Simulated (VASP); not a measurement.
# CdMo3 (Pm-3m) in VASP: further runs

The runs below take CdMo3 through single point, relaxation of cell and atoms, with PBE.

Everything below comes from runs of VASP 6.6.1. Logs are shortened: lines on timing, memory, paths and dates and some standing lists are left out, and cuts for length are marked.

### Step 1. The cell of the first run

Symmetry: Pm-3m, No. 221, cubic system. The conventional cell has a = 4.051 Å, b = 4.051 Å, c = 4.051 Å, α = 90.00°, β = 90.00°, γ = 90.00°. Cd (site symmetry m-3m) has 12 Mo at 2.86 Å within 3.8 Å. Within 3.8 Å of Mo (site symmetry 4/mmm) lie 4 Cd at 2.86 Å and 8 Mo at 2.86 Å.

### Step 2. Single point, PBE

Contents of INCAR:

```
SYSTEM = CdMo3
PREC = Accurate ; ENCUT = 520
EDIFF = 1E-7 ; ISMEAR = 0
SIGMA = 0.1 ; LREAL = .False.
LASPH = .True. ; NELM = 80
ALGO = Normal ; ISIF = 2
LWAVE = .False. ; LCHARG = .False.
GGA = PE ; NBANDS = 35
```

Contents of KPOINTS:

```
Automatic mesh
0
Gamma
  4 4 4
  0 0 0
```

Contents of POSCAR:

```
CdMo3
1.0
    4.0513614240      0.0000000000      0.0000000000
    0.0000000000      4.0513614240      0.0000000000
    0.0000000000      0.0000000000      4.0513614240
Cd Mo
1 3
Direct
    0.0000000000      0.0000000000      0.0000000000
    0.0000000000      0.5000000000      0.5000000000
    0.5000000000      0.0000000000      0.5000000000
    0.5000000000      0.5000000000      0.0000000000
```

Potentials or basis: VASP PAW PBE potentials, release 64 (Cd, Mo_sv).

Command:

```console
cat potpaw_PBE.64/Cd/POTCAR potpaw_PBE.64/Mo_sv/POTCAR > POTCAR
mpirun -np 1 vasp_std > vasp.out
```

OUTCAR:

```text
SYSTEM = CdMo3
   PREC = Accurate
   ENCUT = 520
   EDIFF = 1E-7
   ISMEAR = 0
   LREAL = .False.
   LASPH = .True.
   NELM = 80
   ISIF = 2
   GGA = PE

 ion  position               nearest neighbor table
   1  0.000  0.000  0.000-   2 2.86   3 2.86   4 2.86   2 2.86   3 2.86   2 2.86   4 2.86   2 2.86
                             3 2.86   4 2.86   3 2.86   4 2.86
   2  0.000  0.500  0.500-   1 2.86   3 2.86   4 2.86   1 2.86   4 2.86   1 2.86   3 2.86   1 2.86
                             3 2.86   4 2.86   4 2.86   3 2.86
   3  0.500  0.000  0.500-   1 2.86   2 2.86   4 2.86   1 2.86   4 2.86   2 2.86   4 2.86   4 2.86
                             1 2.86   2 2.86   1 2.86   2 2.86
   4  0.500  0.500  0.000-   1 2.86   2 2.86   3 2.86   2 2.86   3 2.86   1 2.86   3 2.86   3 2.86
                             1 2.86   2 2.86   2 2.86   1 2.86

  LATTYP: Found a simple cubic cell.
 ALAT       =     4.0513614240

  Lattice vectors:

 A1 = (   4.0513614240,   0.0000000000,   0.0000000000)
 A2 = (   0.0000000000,   4.0513614240,   0.0000000000)
 A3 = (   0.0000000000,   0.0000000000,   4.0513614240)

Analysis of symmetry for initial positions (statically):
=====================================================================
 Subroutine PRICEL returns:
 Original cell was already a primitive cell.

 Routine SETGRP: Setting up the symmetry group for a
 simple cubic supercell.

 Subroutine GETGRP returns: Found 48 space group operations
 (whereof 48 operations were pure point group operations)
 out of a pool of 48 trial point group operations.

The static configuration has the point symmetry O_h .

Analysis of symmetry for dynamics (positions and initial velocities):
=====================================================================
 Subroutine PRICEL returns:
 Original cell was already a primitive cell.

 Routine SETGRP: Setting up the symmetry group for a
 simple cubic supercell.

 Subroutine GETGRP returns: Found 48 space group operations
 (whereof 48 operations were pure point group operations)
 out of a pool of 48 trial point group operations.

The dynamic configuration has the point symmetry O_h .

 Subroutine INISYM returns: Found 48 space group operations
 (whereof 48 operations are pure point group operations),
 and found     1 'primitive' translations

----------------------------------------------------------------------------------------

                                     Primitive cell

  volume of cell :      66.4971

  direct lattice vectors                    reciprocal lattice vectors
[... 78 lines left out ...]
   EDIFFG = 0.1E-05   stopping-criterion for IOM
   NSW    =      0    number of steps for IOM
   IBRION =     -1    ionic relax: 0-MD 1-quasi-New 2-CG
   NFREE  =      0    steps in history (QN), initial steepest desc. (CG)
   ISIF   =      2    stress and relaxation
   ISYM   =      2    0-nonsym 1-usesym 2-fastsym
   POTIM  = 0.5000    time-step for ionic-motion
   TEBEG  =    0.0;   TEEND  =   0.0 temperature during run
   PSTRESS=    0.0 pullay stress
   NELECT =      54.0000    total number of electrons
   NUPDOWN=      -1.0000    fix difference up-down
   EMIN   =  10.00;   EMAX   =-10.00  energy-range for DOS
   EFERMI =   0.00;   METHOD = LEGACY
   ISMEAR =     0;   SIGMA  =   0.10  broadening in eV -4-tet -1-fermi 0-gaus
   EFERMI_NEDOS =   21; number of points for ismear=-14 and -15
   IALGO  =     38    algorithm
   IMIX   =      4    mixing-type and parameters
     AMIX     =   0.40;   BMIX     =  1.00
     AMIX_MAG =   1.60;   BMIX_MAG =  1.00
  volume/ion in A,a.u.               =      16.62       112.19
  Fermi-wavevector in a.u.,A,eV,Ry     =   1.527350  2.886272 31.739623  2.332797
  Thomas-Fermi vector in A             =   2.635258
   LORBIT       =      0    0 simple, 1 ext, 2 COOP (PROOUT), +10 PAW based schemes
   GGA     = PE    functional components
   LHFCALC =     F    Hartree Fock is set to
   AEXX    =    0.0000 exact exchange contribution
   IVDW    =     0    specifies the selected vdW correction
   LEPSILON=     F    determine dielectric tensor
   LRPA    =     F    only Hartree local field effects (RPA)
 non-spin polarized calculation
 Gauss-broadening in eV      SIGMA  =   0.10
  energy-cutoff  :      520.00
  volume of cell :       66.50
 maximum number of plane-waves:      1803
   NGX = 15   NGY = 15   NGZ = 15

 number of electron      53.9999987 magnetization

 Free energy of the ion-electron system (eV)
  ---------------------------------------------------
  ext. energy  EPLUGINS =         0.00000000
  ---------------------------------------------------
  free energy    TOTEN  =       -31.72993516 eV

  energy without entropy =      -31.71707410  energy(sigma->0) =      -31.72350463

 E-fermi :   9.6290     XC(G=0): -12.9071

 val. band max:        9.5167113699   @ k =   0.2500   0.2500   0.0000
 cond. band min:       9.6665434447   @ k =   0.5000   0.2500   0.0000
 fundamental gap:      0.1498320748
 Fermi energy:         9.6289709809

 k-point     1 :       0.0000    0.0000    0.0000
  band No.  band energies     occupation
      1     -51.3383      2.00000
      2     -51.1469      2.00000
      3     -51.1469      2.00000
      4     -25.6997      2.00000
      5     -25.6997      2.00000
      6     -25.6997      2.00000
[... 369 lines left out ...]
     34      13.1555      0.00000
     35      13.1555      0.00000

------------------------ aborting loop because EDIFF is reached ----------------------------------------

  FORCE on cell =-STRESS in cart. coord.  units (eV):
  Direction    XX          YY          ZZ          XY          YZ          ZX
  --------------------------------------------------------------------------------------
  -------------------------------------------------------------------------------------
  Total       -0.3600445     -0.3600445     -0.3600445      0.0000000      0.0000000      0.0000000
  in kB       -8.6748859     -8.6748859     -8.6748859      0.0000000      0.0000000      0.0000000
  external PRESSURE =      -8.6748859 kB  Pullay stress =       0.0000000 kB

 VOLUME and BASIS-vectors are now :
 -----------------------------------------------------------------------------
  energy-cutoff  :      520.00
  volume of cell :       66.50
      direct lattice vectors                 reciprocal lattice vectors
     4.051361424  0.000000000  0.000000000     0.246830607  0.000000000  0.000000000
     0.000000000  4.051361424  0.000000000     0.000000000  0.246830607  0.000000000
     0.000000000  0.000000000  4.051361424     0.000000000  0.000000000  0.246830607

 POSITION                                       TOTAL-FORCE (eV/Angst)
 -----------------------------------------------------------------------------------
      0.00000      0.00000      0.00000         0.000000      0.000000      0.000000
      0.00000      2.02568      2.02568         0.000000      0.000000      0.000000
      2.02568      0.00000      2.02568         0.000000      0.000000      0.000000
      2.02568      2.02568      0.00000         0.000000      0.000000      0.000000
 -----------------------------------------------------------------------------------
    total drift:                                0.000000      0.000000     -0.000000

  FREE ENERGIE OF THE ION-ELECTRON SYSTEM (eV)
  ---------------------------------------------------
  free  energy   TOTEN  =       -31.7299351633 eV

  energy  without entropy=      -31.7170740960  energy(sigma->0) =      -31.72350463
```

OSZICAR:

```text
N       E                     dE             d eps       ncg     rms          rms(c)
DAV:   1     0.634029838999E+03    0.63403E+03   -0.33566E+04   708   0.163E+03
DAV:   2    -0.103504660443E+02   -0.64438E+03   -0.63037E+03   765   0.506E+02
DAV:   3    -0.333479730829E+02   -0.22998E+02   -0.21911E+02   846   0.975E+01
DAV:   4    -0.337633002702E+02   -0.41533E+00   -0.41116E+00   772   0.991E+00
DAV:   5    -0.337666889321E+02   -0.33887E-02   -0.33874E-02   778   0.957E-01    0.207E+01
DAV:   6    -0.319543096069E+02    0.18124E+01   -0.43777E+00   737   0.151E+01    0.739E+00
DAV:   7    -0.317478046144E+02    0.20650E+00   -0.74363E-01   764   0.506E+00    0.283E+00
DAV:   8    -0.317302662648E+02    0.17538E-01   -0.31905E-02   765   0.131E+00    0.471E-01
DAV:   9    -0.317299116346E+02    0.35463E-03   -0.20581E-03   755   0.356E-01    0.152E-01
DAV:  10    -0.317299051952E+02    0.64394E-05   -0.28228E-04   788   0.846E-02    0.745E-02
DAV:  11    -0.317299350761E+02   -0.29881E-04   -0.29341E-05   730   0.426E-02    0.164E-02
DAV:  12    -0.317299354620E+02   -0.38589E-06   -0.34405E-06   752   0.156E-02    0.282E-03
DAV:  13    -0.317299352320E+02    0.23000E-06   -0.12043E-07   486   0.258E-03    0.581E-04
DAV:  14    -0.317299351633E+02    0.68631E-07   -0.11269E-08   386   0.858E-04
   1 F= -.31729935E+02 E0= -.31723505E+02  d E =-.128611E-01
```

Run time: 12 s. Hardware: 1 thread of Intel Xeon 6975P-C (Granite Rapids), shared host; peak memory 0.17 GiB.

Results:

- Free energy: -31.7299 eV
- Pressure: -0.9 GPa
- Band gap on the k mesh: zero (bands 27 and 28 overlap by 1.62 eV)

Caveat: the k points lie up to 0.39 Å⁻¹ apart, too coarse for converged energies and pressures of a metal.

### Step 3. Single point, PBE

This run uses another cell than the first one, of 16.47 Å³/atom.

Contents of INCAR:

```
SYSTEM = CdMo3
PREC = Accurate
ENCUT = 520
EDIFF = 1E-7
ISMEAR = 0
SIGMA = 0.1
LREAL = .False.
LASPH = .True.
NELM = 100
ALGO = Fast
ISIF = 2
LWAVE = .False.
LCHARG = .False.
GGA = PE
NBANDS = 35
```

Contents of KPOINTS:

```
regular mesh
0
Gamma
  12 12 12
  0 0 0
```

Contents of POSCAR:

```
CdMo3
1.0
    4.0391598954      0.0000000000      0.0000000000
    0.0000000000      4.0391598954      0.0000000000
    0.0000000000      0.0000000000      4.0391598954
Cd Mo
1 3
Direct
    0.0000000000      0.0000000000      0.0000000000
    0.0000000000      0.5000000000      0.5000000000
    0.5000000000      0.0000000000      0.5000000000
    0.5000000000      0.5000000000      0.0000000000
```

Potentials or basis: VASP PAW PBE potentials, release 64 (Cd, Mo_sv).

Command:

```console
cat potpaw_PBE.64/Cd/POTCAR potpaw_PBE.64/Mo_sv/POTCAR > POTCAR
mpirun -np 1 vasp_std > vasp.out
```

OUTCAR:

```text
SYSTEM = CdMo3
   PREC = Accurate
   ENCUT = 520
   EDIFF = 1E-7
   ISMEAR = 0
   LREAL = .False.
   LASPH = .True.
   NELM = 100
   ISIF = 2
   GGA = PE

 ion  position               nearest neighbor table
   1  0.000  0.000  0.000-   2 2.86   3 2.86   4 2.86   2 2.86   3 2.86   2 2.86   4 2.86   2 2.86
                             3 2.86   4 2.86   3 2.86   4 2.86
   2  0.000  0.500  0.500-   1 2.86   3 2.86   4 2.86   1 2.86   4 2.86   1 2.86   3 2.86   1 2.86
                             3 2.86   4 2.86   4 2.86   3 2.86
   3  0.500  0.000  0.500-   1 2.86   2 2.86   4 2.86   1 2.86   4 2.86   2 2.86   4 2.86   4 2.86
                             1 2.86   2 2.86   1 2.86   2 2.86
   4  0.500  0.500  0.000-   1 2.86   2 2.86   3 2.86   2 2.86   3 2.86   1 2.86   3 2.86   3 2.86
                             1 2.86   2 2.86   2 2.86   1 2.86

  LATTYP: Found a simple cubic cell.
 ALAT       =     4.0391598954

  Lattice vectors:

 A1 = (   4.0391598954,   0.0000000000,   0.0000000000)
 A2 = (   0.0000000000,   4.0391598954,   0.0000000000)
 A3 = (   0.0000000000,   0.0000000000,   4.0391598954)

Analysis of symmetry for initial positions (statically):
=====================================================================
 Subroutine PRICEL returns:
 Original cell was already a primitive cell.
[... 179 lines left out ...]
 fundamental gap:      0.0208516986
 Fermi energy:         9.8368559917

 k-point     1 :       0.0000    0.0000    0.0000
  band No.  band energies     occupation
      1     -51.2082      2.00000
      2     -51.0094      2.00000
      3     -51.0094      2.00000
      4     -25.5829      2.00000
      5     -25.5829      2.00000
      6     -25.5829      2.00000
[... 901 lines left out ...]
     34      12.2308      0.00000
     35      14.9673      0.00000

 [... further k-points ...]

------------------------ aborting loop because EDIFF is reached ----------------------------------------

  FORCE on cell =-STRESS in cart. coord.  units (eV):
  Direction    XX          YY          ZZ          XY          YZ          ZX
  --------------------------------------------------------------------------------------
  -------------------------------------------------------------------------------------
  Total        0.3308885      0.3308885      0.3308885     -0.0000000      0.0000000     -0.0000000
  in kB        8.0448710      8.0448710      8.0448710     -0.0000000      0.0000000     -0.0000000
  external PRESSURE =       8.0448710 kB  Pullay stress =       0.0000000 kB

 VOLUME and BASIS-vectors are now :
 -----------------------------------------------------------------------------
  energy-cutoff  :      520.00
  volume of cell :       65.90
      direct lattice vectors                 reciprocal lattice vectors
     4.039159895  0.000000000  0.000000000     0.247576235  0.000000000  0.000000000
     0.000000000  4.039159895  0.000000000     0.000000000  0.247576235  0.000000000
     0.000000000  0.000000000  4.039159895     0.000000000  0.000000000  0.247576235

 POSITION                                       TOTAL-FORCE (eV/Angst)
 -----------------------------------------------------------------------------------
      0.00000      0.00000      0.00000         0.000000      0.000000      0.000000
      0.00000      2.01958      2.01958         0.000000      0.000000      0.000000
      2.01958      0.00000      2.01958         0.000000      0.000000      0.000000
      2.01958      2.01958      0.00000         0.000000      0.000000      0.000000
 -----------------------------------------------------------------------------------
    total drift:                                0.000000      0.000000     -0.000000

  FREE ENERGIE OF THE ION-ELECTRON SYSTEM (eV)
  ---------------------------------------------------
  free  energy   TOTEN  =       -31.7712090220 eV

  energy  without entropy=      -31.7614775202  energy(sigma->0) =      -31.76634327
```

OSZICAR:

```text
N       E                     dE             d eps       ncg     rms          rms(c)
DAV:   1     0.628086414323E+03    0.62809E+03   -0.33381E+04  6064   0.163E+03
DAV:   2    -0.121312523777E+02   -0.64022E+03   -0.62682E+03  6494   0.508E+02
DAV:   3    -0.334992839431E+02   -0.21368E+02   -0.20629E+02  6978   0.952E+01
DAV:   4    -0.338054374832E+02   -0.30615E+00   -0.30405E+00  6488   0.947E+00
DAV:   5    -0.338080458627E+02   -0.26084E-02   -0.26074E-02  6591   0.894E-01    0.210E+01
RMM:   6    -0.319633706129E+02    0.18447E+01   -0.39896E+00  5884   0.129E+01    0.838E+00
RMM:   7    -0.317842399696E+02    0.17913E+00   -0.16465E+00  6071   0.628E+00    0.264E+00
RMM:   8    -0.317722131176E+02    0.12027E-01   -0.13322E-01  6502   0.219E+00    0.130E+00
RMM:   9    -0.317712375796E+02    0.97554E-03   -0.28011E-02  7226   0.762E-01    0.184E-01
RMM:  10    -0.317710971407E+02    0.14044E-03   -0.64490E-03  6845   0.370E-01    0.671E-02
RMM:  11    -0.317712356934E+02   -0.13855E-03   -0.14589E-03  7592   0.151E-01    0.638E-02
RMM:  12    -0.317712116632E+02    0.24030E-04   -0.17143E-04  6724   0.679E-02    0.179E-02
RMM:  13    -0.317712101925E+02    0.14707E-05   -0.63694E-05  6820   0.371E-02    0.207E-02
RMM:  14    -0.317712085641E+02    0.16283E-05   -0.14615E-05  6773   0.209E-02    0.326E-03
RMM:  15    -0.317712089546E+02   -0.39049E-06   -0.38218E-06  7021   0.797E-03    0.235E-03
RMM:  16    -0.317712090694E+02   -0.11477E-06   -0.52524E-07  5202   0.432E-03    0.775E-04
RMM:  17    -0.317712090220E+02    0.47447E-07   -0.10917E-07  4230   0.171E-03
   1 F= -.31771209E+02 E0= -.31766343E+02  d E =-.973150E-02
```

Wall time 92 s (1 thread of Intel Xeon 6975P-C (Granite Rapids), shared host); peak memory 0.28 GiB.

Results:

* Free energy: -31.7712 eV
* Pressure: 0.8 GPa
* Band gap on the k mesh: zero (bands 27 and 28 overlap by 1.68 eV)

### Step 4. Relaxation of cell and atoms, PBE

Contents of INCAR:

```
SYSTEM = CdMo3
PREC     = Accurate       ! precision mode
ENCUT    = 600            ! plane-wave cutoff, eV
EDIFF    = 1E-6           ! SCF threshold, eV
ISMEAR   = 0              ! smearing method
SIGMA    = 0.1            ! smearing width, eV
LREAL    = .FALSE.        ! projectors in reciprocal space
LASPH    = .TRUE.         ! aspherical terms in the spheres
NELM     = 100            ! most SCF steps
ALGO     = Fast           ! electronic algorithm
ISIF     = 3              ! what is computed and relaxed
LWAVE    = .FALSE.        ! write WAVECAR
LCHARG   = .FALSE.        ! write CHGCAR
GGA      = PE             ! functional
IBRION   = 2              ! ionic algorithm
NSW      = 100            ! ionic steps
EDIFFG   = -0.01          ! ionic threshold
```

Contents of KPOINTS:

```
Automatic mesh
0
G
  12 12 12
  0 0 0
```

Contents of POSCAR:

```
CdMo3
1.0
    4.0513614240      0.0000000000      0.0000000000
    0.0000000000      4.0513614240      0.0000000000
    0.0000000000      0.0000000000      4.0513614240
Cd Mo
1 3
Direct
    0.0000000000      0.0000000000      0.0000000000
    0.0000000000      0.5000000000      0.5000000000
    0.5000000000      0.0000000000      0.5000000000
    0.5000000000      0.5000000000      0.0000000000
```

Command:

```console
cat potpaw_PBE.64/Cd/POTCAR potpaw_PBE.64/Mo_sv/POTCAR > POTCAR
mpirun -np 1 vasp_std > vasp.out
```

Run time: 2.6 min. Hardware: 1 thread of Intel Xeon 6975P-C (Granite Rapids), shared host; peak memory 0.32 GiB.

Results (log left out):

```yaml
Free_energy: -31.7719 eV
Relaxed_volume: 16.53 Å³/atom
Relaxed_cell: a = 4.044 Å, b = 4.044 Å, c = 4.044 Å, α = 90.00°, β = 90.00°, γ = 90.00°
Space_group_after_relaxing_to_0.1_Å: Pm-3m (No. 221)
Energy_gained_by_relaxing: 0.3 meV/atom
Ionic_steps: 3
Pressure_after_relaxing: 0.0 GPa
Band_gap_on_the_k_mesh: zero (bands 27 and 28 overlap by 1.68 eV)
```

Step by step:
```csv
step,energy change (eV),largest force (eV/Å),pressure (GPa),volume (Å³)
1,0.0000,0.0000,-1.15,66.50
2,0.0043,0.0000,2.41,65.36
3,-0.0014,0.0000,0.00,66.12
```

Final structure:
```
Cd Mo
1.0
     4.04369    0.00000    0.00000
     0.00000    4.04369    0.00000
     0.00000    0.00000    4.04369
Cd Mo
1 3
Direct
  0.00000 0.00000 0.00000
  0.00000 0.50000 0.50000
  0.50000 0.00000 0.50000
  0.50000 0.50000 0.00000
```

Levels at points of the mesh, in eV from the Fermi level:
```csv
k point,band 24,band 25,band 26,band 27,band 28,band 29,band 30,band 31
"(0.00, 0.00, 0.00)",-2.59,0.96,0.96,0.96,2.07,2.07,2.07,2.37
"(0.50, 0.00, 0.00)",-1.12,-0.76,-0.76,-0.47,0.33,0.34,0.74,0.74
"(0.50, 0.50, 0.00)",-2.12,-2.11,-0.59,-0.59,0.21,0.24,0.24,1.33
"(0.50, 0.50, 0.50)",-1.20,-0.36,-0.36,-0.36,0.84,0.84,0.84,1.25
```

### Step 5. Summary

| task | cell | k mesh | cutoff (eV) | gap on the mesh (eV) | pressure (GPa) |
| --- | --- | --- | --- | --- | --- |
| single point | a = 4.051 Å, 4 atoms | 4 × 4 × 4 | 520 | none | -0.9 |
| single point | a = 4.039 Å, 4 atoms | 12 × 12 × 12 | 520 | none | 0.8 |
| relaxation of cell and atoms | relaxed from a = 4.051 Å, 4 atoms | 12 × 12 × 12 | 600 | none | 0.0 |

Alike in all rows: level PBE; potentials or basis VASP PAW PBE potentials, release 64 (Cd, Mo_sv); no spin polarisation; smearing gaussian 0.1 eV.

Caveats: some runs use coarse meshes.

Absolute energies hang on the potentials; compare differences alone.
